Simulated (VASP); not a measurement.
Wanted: the native input for a VASP 6.6.1 run.

```
Task                   : single point
Functional             : r2SCAN
Potentials or basis    : VASP PAW PBE potentials, release 64 (As)
Cutoff                 : 520 eV
k mesh                 : 7 × 7 × 7
Occupations            : fermi-dirac, width 0.05 eV
Spin                   : no spin polarisation
Dipole correction      : no
Further INCAR settings : ALGO = Normal; EDIFF = 1e-07; NBANDS = 12
```

The system is As.

```
CELL_PARAMETERS angstrom
1.87041 1.07988 3.79381
-1.87041 1.07988 3.79381
0.00000 -2.15976 3.79381
ATOMIC_POSITIONS crystal
As 0.77700 0.77700 0.77700
As 0.22300 0.22300 0.22300
```

These files were run (other wordings do the same):

POSCAR

```
As
1.0
    1.8704108396      1.0798823817      3.7938081320
   -1.8704108396      1.0798823817      3.7938081320
    0.0000000000     -2.1597642236      3.7938082856
As
2
Direct
    0.7769975365      0.7769975365      0.7769975365
    0.2230024635      0.2230024635      0.2230024635
```

INCAR.step1

```
SYSTEM = As
PREC = Accurate ; ENCUT = 520
ISMEAR = -1 ; SIGMA = 0.05
LREAL = .FALSE. ; LASPH = .TRUE.
NELM = 100 ; NBANDS = 12
GGA = PE ; ALGO = Normal
EDIFF = 1E-4 ; LWAVE = .TRUE.
LCHARG = .FALSE.
```

INCAR.step2

```
SYSTEM = As
PREC = Accurate ; ENCUT = 520
EDIFF = 1E-7 ; ISMEAR = -1
SIGMA = 0.05 ; LREAL = .FALSE.
LASPH = .TRUE. ; NELM = 100
ALGO = Normal ; ISIF = 2
LWAVE = .FALSE. ; LCHARG = .FALSE.
METAGGA = R2SCAN ; LMIXTAU = .TRUE.
NBANDS = 12 ; ISTART = 1
```

KPOINTS

```
Automatic mesh
0
G
  7 7 7
  0 0 0
```

Potentials or basis: VASP PAW PBE potentials, release 64 (As).

Command:

```bash
$ cat potpaw_PBE.64/As/POTCAR > POTCAR
$ cp INCAR.step1 INCAR
$ mpirun -np 1 vasp_std > vasp.out
$ cp INCAR.step2 INCAR
$ mpirun -np 1 vasp_std > vasp.out
```

It gave:

```
Pressure               : 0.1 GPa
Largest force          : 0.044 eV/Å
Band gap on the k mesh : zero (band 5 reaches 5.11 eV, above the bottom of band 6 at 4.70 eV)
```

Caveat: the PAW data sets were made with another functional, which shifts forces and pressure a little.

Wall time 51 s on 1 thread of Intel(R) Xeon(R) Platinum 8559C (Emerald Rapids), on a shared host, peak memory 0.19 GiB.
